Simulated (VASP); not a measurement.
# Ti (Fm-3m) in VASP: notebook, part 2 of 3

VASP 6.6.1.

### Step 4. Single point, PBEsol (volume scaled by 0.68)

INCAR

```
SYSTEM = Ti
ALGO = Normal
EDIFF = 1E-7
ENCUT = 520
GGA = PS
ISIF = 2
ISMEAR = -1
LASPH = .TRUE.
LCHARG = .TRUE.
LELF = .TRUE.
LREAL = .FALSE.
LVHAR = .TRUE.
LWAVE = .FALSE.
NBANDS = 12
NELM = 60
PREC = Accurate
SIGMA = 0.1
```

KPOINTS

```
k-points
0
G
  16 16 16
  0 0 0
```

POSCAR

```
Ti
1.0
    0.0000000000      1.7847733463      1.7847733463
    1.7847733463      0.0000000000      1.7847733463
    1.7847733463      1.7847733463      0.0000000000
Ti
1
Direct
    0.0000000000      0.0000000000      0.0000000000
```

Potentials or basis: VASP PAW PBE potentials, release 64 (Ti_sv).

On the command line:

```bash
cat potpaw_PBE.64/Ti_sv/POTCAR > POTCAR
mpirun -np 1 vasp_std > vasp.out
```

OUTCAR:

```text
SYSTEM = Ti
   EDIFF = 1E-7
   ENCUT = 520
   GGA = PS
   ISIF = 2
   ISMEAR = -1
   LASPH = .TRUE.
   LREAL = .FALSE.
   NELM = 60
   PREC = Accurate

 ion  position               nearest neighbor table
   1  0.000  0.000  0.000-

  LATTYP: Found a face centered cubic cell.
 ALAT       =     3.5695466926

  Lattice vectors:

 A1 = (   0.0000000000,   1.7847733463,   1.7847733463)
 A2 = (   1.7847733463,   0.0000000000,   1.7847733463)
 A3 = (   1.7847733463,   1.7847733463,   0.0000000000)

Analysis of symmetry for initial positions (statically):
=====================================================================
 Subroutine PRICEL returns:
 Original cell was already a primitive cell.

 Routine SETGRP: Setting up the symmetry group for a
 face centered cubic supercell.

 Subroutine GETGRP returns: Found 48 space group operations
 (whereof 48 operations were pure point group operations)
 out of a pool of 48 trial point group operations.

The static configuration has the point symmetry O_h .

Analysis of symmetry for dynamics (positions and initial velocities):
=====================================================================
 Subroutine PRICEL returns:
 Original cell was already a primitive cell.

 Routine SETGRP: Setting up the symmetry group for a
 face centered cubic supercell.

 Subroutine GETGRP returns: Found 48 space group operations
 (whereof 48 operations were pure point group operations)
 out of a pool of 48 trial point group operations.

The dynamic configuration has the point symmetry O_h .

 Subroutine INISYM returns: Found 48 space group operations
 (whereof 48 operations are pure point group operations),
 and found     1 'primitive' translations

----------------------------------------------------------------------------------------

                                     Primitive cell

  volume of cell :      11.3705

  direct lattice vectors                    reciprocal lattice vectors
     0.000000000  1.784773346  1.784773346    -0.280147617  0.280147617  0.280147617
     1.784773346  0.000000000  1.784773346     0.280147617 -0.280147617  0.280147617
     1.784773346  1.784773346  0.000000000     0.280147617  0.280147617 -0.280147617

  length of vectors
     2.524050672  2.524050672  2.524050672     0.485229906  0.485229906  0.485229906

  position of ions in fractional coordinates (direct lattice)
     0.000000000  0.000000000  0.000000000

  ion indices of the primitive-cell ions
   primitive index   ion index
                 1           1

----------------------------------------------------------------------------------------

 KPOINTS: k-points

Automatic generation of k-mesh.
 Grid dimensions read from file:
 generate k-points for:   16   16   16

 Generating k-lattice:

  Cartesian coordinates                     Fractional coordinates (reciprocal lattice)
    -0.017509226  0.017509226  0.017509226     0.062500000  0.000000000  0.000000000
     0.017509226 -0.017509226  0.017509226     0.000000000  0.062500000  0.000000000
     0.017509226  0.017509226 -0.017509226     0.000000000  0.000000000  0.062500000

  Length of vectors
     0.030326869  0.030326869  0.030326869

  Shift w.r.t. Gamma in fractional coordinates (k-lattice)
     0.000000000  0.000000000  0.000000000

 Subroutine IBZKPT returns following result:
 ===========================================

 Found    145 irreducible k-points:

 Following reciprocal coordinates:
            Coordinates               Weight
  0.000000  0.000000  0.000000      1.000000
  0.062500  0.000000  0.000000      8.000000
  0.125000  0.000000  0.000000      8.000000
  0.187500  0.000000  0.000000      8.000000
  0.250000  0.000000  0.000000      8.000000
  0.312500  0.000000  0.000000      8.000000
[... 16 lines left out ...]
 -0.125000  0.062500  0.000000     24.000000
 -0.062500  0.062500  0.000000     12.000000
 [... further k-points ...]
   k-points           NKPTS =    145   k-points in BZ     NKDIM =    145   number of bands    NBANDS=     12
   number of dos      NEDOS =    301   number of ions     NIONS =      1
   total plane-waves  NPLWV =   8000
   dimension x,y,z NGX =    20 NGY =   20 NGZ =   20
   dimension x,y,z NGXF=    40 NGYF=   40 NGZF=   40
   ions per type =               1
   NGX,Y,Z   is equivalent  to a cutoff of  13.17, 13.17, 13.17 a.u.
   NGXF,Y,Z  is equivalent  to a cutoff of  26.35, 26.35, 26.35 a.u.
 SYSTEM =  Ti
   PREC   = accura    normal or accurate (medium, high low for compatibility)
   ISTART =      0    job   : 0-new  1-cont  2-samecut
   ICHARG =      2    charge: 1-file 2-atom 10-const
   ISPIN  =      1    spin polarized calculation?
   LNONCOLLINEAR =      F non collinear calculations
   LSORBIT =      F    spin-orbit coupling
   LASPH  =      T    aspherical Exc in radial PAW
   ENCUT  =  520.0 eV  38.22 Ry    6.18 a.u.   4.69  4.69  4.69*2*pi/ulx,y,z
   NELM   =     60;   NELMIN=  2; NELMDL= -5     # of ELM steps
   EDIFF  = 0.1E-06   stopping-criterion for ELM
   LREAL  =      F    real-space projection
   EDIFFG = 0.1E-05   stopping-criterion for IOM
   NSW    =      0    number of steps for IOM
   IBRION =     -1    ionic relax: 0-MD 1-quasi-New 2-CG
   NFREE  =      0    steps in history (QN), initial steepest desc. (CG)
   ISIF   =      2    stress and relaxation
   ISYM   =      2    0-nonsym 1-usesym 2-fastsym
   POTIM  = 0.5000    time-step for ionic-motion
   TEBEG  =    0.0;   TEEND  =   0.0 temperature during run
   PSTRESS=    0.0 pullay stress
   NELECT =      12.0000    total number of electrons
   NUPDOWN=      -1.0000    fix difference up-down
   EMIN   =  10.00;   EMAX   =-10.00  energy-range for DOS
   EFERMI =   0.00;   METHOD = LEGACY
   ISMEAR =    -1;   SIGMA  =   0.10  broadening in eV -4-tet -1-fermi 0-gaus
   EFERMI_NEDOS =   21; number of points for ismear=-14 and -15
   IALGO  =     38    algorithm
   IMIX   =      4    mixing-type and parameters
     AMIX     =   0.40;   BMIX     =  1.00
     AMIX_MAG =   1.60;   BMIX_MAG =  1.00
  volume/ion in A,a.u.               =      11.37        76.73
  Fermi-wavevector in a.u.,A,eV,Ry     =   1.666769  3.149737 37.798619  2.778120
  Thomas-Fermi vector in A             =   2.752908
   LORBIT       =      0    0 simple, 1 ext, 2 COOP (PROOUT), +10 PAW based schemes
   GGA     = PS    functional components
   LHFCALC =     F    Hartree Fock is set to
   AEXX    =    0.0000 exact exchange contribution
   IVDW    =     0    specifies the selected vdW correction
   LEPSILON=     F    determine dielectric tensor
   LRPA    =     F    only Hartree local field effects (RPA)
 non-spin polarized calculation
  energy-cutoff  :      520.00
  volume of cell :       11.37
 maximum number of plane-waves:       331
   NGX =  9   NGY =  9   NGZ =  9

 number of electron      12.0000004 magnetization

 Free energy of the ion-electron system (eV)
  ---------------------------------------------------
  ext. energy  EPLUGINS =         0.00000000
  ---------------------------------------------------
  free energy    TOTEN  =        -7.29573889 eV

  energy without entropy =       -7.26213442  energy(sigma->0) =       -7.27893665

 E-fermi :  13.4200     XC(G=0): -13.8216

 val. band max:       13.4175021422   @ k =   0.2500   0.0000   0.0000
 cond. band min:      13.4364715315   @ k =   0.5000   0.1250   0.0625
 fundamental gap:      0.0189693893
 Fermi energy:        13.4200105522

 k-point     1 :       0.0000    0.0000    0.0000
  band No.  band energies     occupation
      1     -42.7678      2.00000
      2     -17.6743      2.00000
      3     -17.6743      2.00000
      4     -17.6743      2.00000
      5       6.7558      2.00000
      6      14.3539      0.00018
      7      14.3539      0.00018
      8      14.3539      0.00018
      9      17.2035      0.00000
     10      17.2035      0.00000
     11      31.0327      0.00000
     12      37.7606      0.00000
[... 331 lines left out ...]
 k-point    24 :      -0.0625    0.0625    0.0000
  band No.  band energies     occupation
      1     -42.7090      2.00000
      2     -17.9149      2.00000
      3     -17.7401      2.00000
      4     -17.6872      2.00000
      5       7.2718      2.00000
      6      13.9894      0.00671
      7      14.5439      0.00003
      8      14.5915      0.00002
      9      16.8983      0.00000
     10      17.2093      0.00000
     11      31.7708      0.00000
     12      35.5607      0.00000

 [... further k-points ...]

------------------------ aborting loop because EDIFF is reached ----------------------------------------

  FORCE on cell =-STRESS in cart. coord.  units (eV):
  Direction    XX          YY          ZZ          XY          YZ          ZX
  --------------------------------------------------------------------------------------
  -------------------------------------------------------------------------------------
  Total        5.6570439      5.6570439      5.6570439      0.0000000     -0.0000000      0.0000000
  in kB      797.1148925    797.1148925    797.1148925      0.0000000     -0.0000000      0.0000000
  external PRESSURE =     797.1148925 kB  Pullay stress =       0.0000000 kB

 VOLUME and BASIS-vectors are now :
 -----------------------------------------------------------------------------
  energy-cutoff  :      520.00
  volume of cell :       11.37
      direct lattice vectors                 reciprocal lattice vectors
     0.000000000  1.784773346  1.784773346    -0.280147617  0.280147617  0.280147617
     1.784773346  0.000000000  1.784773346     0.280147617 -0.280147617  0.280147617
     1.784773346  1.784773346  0.000000000     0.280147617  0.280147617 -0.280147617

 POSITION                                       TOTAL-FORCE (eV/Angst)
 -----------------------------------------------------------------------------------
      0.00000      0.00000      0.00000         0.000000      0.000000      0.000000
 -----------------------------------------------------------------------------------
    total drift:                                0.000000     -0.000000      0.000000

  FREE ENERGIE OF THE ION-ELECTRON SYSTEM (eV)
  ---------------------------------------------------
  free  energy   TOTEN  =        -7.2957388890 eV

  energy  without entropy=       -7.2621344193  energy(sigma->0) =       -7.27893665
```

OSZICAR:

```text
N       E                     dE             d eps       ncg     rms          rms(c)
DAV:   1     0.837791918864E+02    0.83779E+02   -0.65117E+03  3520   0.132E+03
DAV:   2    -0.410767367404E+01   -0.87887E+02   -0.84822E+02  3536   0.300E+02
DAV:   3    -0.755860563854E+01   -0.34509E+01   -0.34027E+01  4316   0.607E+01
DAV:   4    -0.764660926082E+01   -0.88004E-01   -0.87871E-01  3940   0.834E+00
DAV:   5    -0.764865972516E+01   -0.20505E-02   -0.20504E-02  4036   0.107E+00    0.151E+01
DAV:   6    -0.722397685436E+01    0.42468E+00   -0.97679E-01  3800   0.157E+01    0.587E+00
DAV:   7    -0.725918852779E+01   -0.35212E-01   -0.14529E-01  4224   0.508E+00    0.221E+00
DAV:   8    -0.729538031266E+01   -0.36192E-01   -0.91303E-02  3660   0.303E+00    0.118E-01
DAV:   9    -0.729555196436E+01   -0.17165E-03   -0.75700E-03  3924   0.768E-01    0.166E-01
DAV:  10    -0.729578224251E+01   -0.23028E-03   -0.86954E-04  3648   0.301E-01    0.489E-02
DAV:  11    -0.729573935376E+01    0.42889E-04   -0.48009E-05  4168   0.111E-01    0.613E-03
DAV:  12    -0.729573874027E+01    0.61349E-06   -0.12472E-06  4132   0.107E-02    0.138E-03
DAV:  13    -0.729573910473E+01   -0.36446E-06   -0.20454E-07  3936   0.373E-03    0.138E-03
DAV:  14    -0.729573887944E+01    0.22529E-06   -0.24193E-08  2012   0.172E-03    0.281E-04
DAV:  15    -0.729573888896E+01   -0.95220E-08   -0.18828E-09  1872   0.517E-04
   1 F= -.72957389E+01 E0= -.72789367E+01  d E =-.336045E-01
```

stdout:

```text
POSCAR found type information on POSCAR Ti
 POSCAR found :  1 types and       1 ions
 scaLAPACK will be used
 -----------------------------------------------------------------------------
|                                                                             |
|                                                                             |
|     You enforced a specific xc type in the INCAR file but a different       |
|     I HOPE YOU KNOW WHAT YOU ARE DOING!                                     |
|                                                                             |
 -----------------------------------------------------------------------------

 LDA part: xc-table for (Slater+PW92), standard interpolation
 POSCAR, INCAR and KPOINTS ok, starting setup
 FFT: planning ... GRIDC
 FFT: planning ... GRID_SOFT
 FFT: planning ... GRID
 WAVECAR not read
 entering main loop
```

Wall time 33 s (1 thread of Intel Xeon 8259CL, shared host); peak memory 0.14 GiB.

What came out:

* Free energy: -7.2957 eV
* Pressure: 79.7 GPa
* Band gap on the k mesh: zero (band 6 reaches 14.35 eV, above the bottom of band 7 at 12.85 eV)

Levels at points of the mesh, in eV from the Fermi level:
```csv
k point,band 4,band 5,band 6,band 7,band 8,band 9
"(0.00, 0.00, 0.00)",-31.09,-6.66,0.93,0.93,0.93,3.78
"(0.50, 0.00, 0.00)",-31.38,-3.78,0.67,0.67,2.60,5.72
"(0.50, 0.50, 0.00)",-31.91,-4.57,-3.39,5.70,5.89,6.25
```

Caveat: the PAW data sets were made with another functional, which shifts forces and pressure a little.

### Step 5. Single point, PBEsol (volume scaled by 0.78)

INCAR

```
PREC     = Accurate       # precision mode
ENCUT    = 520            # plane-wave cutoff, eV
EDIFF    = 1E-6           # SCF threshold, eV
ISMEAR   = -1             # smearing method
SIGMA    = 0.1            # smearing width, eV
LREAL    = False          # projectors in reciprocal space
LASPH    = True           # aspherical terms in the spheres
NELM     = 60             # most SCF steps
ALGO     = Normal         # electronic algorithm
ISIF     = 2              # what is computed and relaxed
LWAVE    = False          # write WAVECAR
LCHARG   = False          # write CHGCAR
GGA      = PS             # functional
NBANDS   = 12             # bands
```

KPOINTS

```
Automatic mesh
0
Gamma
  16 16 16
```

POSCAR

```
Ti
1.0
    0.0000000000      1.8682929211      1.8682929211
    1.8682929211      0.0000000000      1.8682929211
    1.8682929211      1.8682929211      0.0000000000
Ti
1
Direct
    0.0000000000      0.0000000000      0.0000000000
```

On the command line:

```bash
cat potpaw_PBE.64/Ti_sv/POTCAR > POTCAR
mpirun -np 1 vasp_std > vasp.out
```

Wall time 29 s (1 thread of Intel Xeon 8259CL, shared host); peak memory 0.14 GiB.

The run converged. Its results:

| Quantity | Value |
| --- | --- |
| Free energy | -7.9130 eV |
| Pressure | 41.5 GPa |
| Band gap on the k mesh | zero (band 6 reaches 12.47 eV, above the bottom of band 7 at 11.02 eV) |

Levels at points of the mesh, in eV from the Fermi level:
```csv
k point,band 3,band 4,band 5,band 6,band 7,band 8,band 9,band 10
"(0.00, 0.00, 0.00)",-31.55,-31.55,-6.62,0.97,0.97,0.97,3.36,3.36
"(0.50, 0.00, 0.00)",-31.74,-31.74,-3.35,0.76,0.76,1.72,4.98,4.98
"(0.50, 0.50, 0.00)",-32.11,-32.11,-3.81,-2.72,4.60,4.96,5.41,5.41
```

Caveat: the PAW data sets were made with another functional, which shifts forces and pressure a little.

(Continued in part 3 of 3.)
